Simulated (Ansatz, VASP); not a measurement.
C: VASP beside Ansatz

File INCAR:

```
SYSTEM = C
PREC = Accurate
ENCUT = 520
EDIFF = 1E-6
ISMEAR = 0
SIGMA = 0.05
LREAL = .FALSE.
LASPH = .TRUE.
NELM = 60
ALGO = Normal
ISIF = 2
LWAVE = .FALSE.
LCHARG = .FALSE.
GGA = CA
NBANDS = 11
```

File KPOINTS:

```
regular mesh
0
G
  12 12 12
  0 0 0
```

File POSCAR:

```
C
1.0
    1.2280263465      0.7090013417      3.3470108394
   -1.2280263465      0.7090013417      3.3470108394
    0.0000000000     -1.4180026834      3.3470108394
C
2
Direct
    0.0277624826      0.2005047328      0.2637327846
    0.8360000000      0.8360000000      0.8360000000
```

Input for Ansatz:

```yaml
crystal:
  lattice:
    - [1.2280263465, 0.7090013417, 3.3470108394]
    - [-1.2280263465, 0.7090013417, 3.3470108394]
    - [0.0, -1.4180026834, 3.3470108394]
  atoms:
    - { symbol: C, position: [0.0277624826, 0.2005047328, 0.2637327846] }
    - { symbol: C, position: [0.836, 0.836, 0.836] }
basis:
  ecutwfc: 420
kpoints:
  mp_grid: { grid: [12, 12, 12] }
hamiltonian:
  xc: lda
scf:
  occupations: { method: gaussian, width: 0.05 }
output:
  forces: true
  stress: true
  eigenvalues: true
```

Alike in both runs: task single point; functional LDA; k mesh 12 × 12 × 12; occupations gaussian, width 0.05 eV; no spin polarisation.

|  | VASP | Ansatz |
| --- | --- | --- |
| version | VASP 6.6.1 | Ansatz 0.2.0 |
| potentials or method | VASP PAW LDA potentials, release 64 (C), cutoff 520 eV | scalar-relativistic, plane waves, PAW |
| valence electrons in the cell | 8 | 8 |

VASP gave:

- gap on the k mesh at the Fermi level (eV): none
- pressure (GPa): 27.2
- traceless stress, the component that is largest in VASP (GPa): 45.22
- rms of the force components (eV/Å): 6.412

Question: Estimate Ansatz's values.

Answer: gap on the k mesh at the Fermi level (eV): none; pressure (GPa): 26.8; traceless stress, the component that is largest in VASP (GPa): 44.73; rms of the force components (eV/Å): 6.408.

LDA's correlation is that of Perdew and Zunger in VASP and of Perdew and Wang (1992) in Ansatz. Atom by atom the forces differ by 0.020 eV/Å (rms over components). A gap of «none» marks a metal or a gap that the smearing closes.
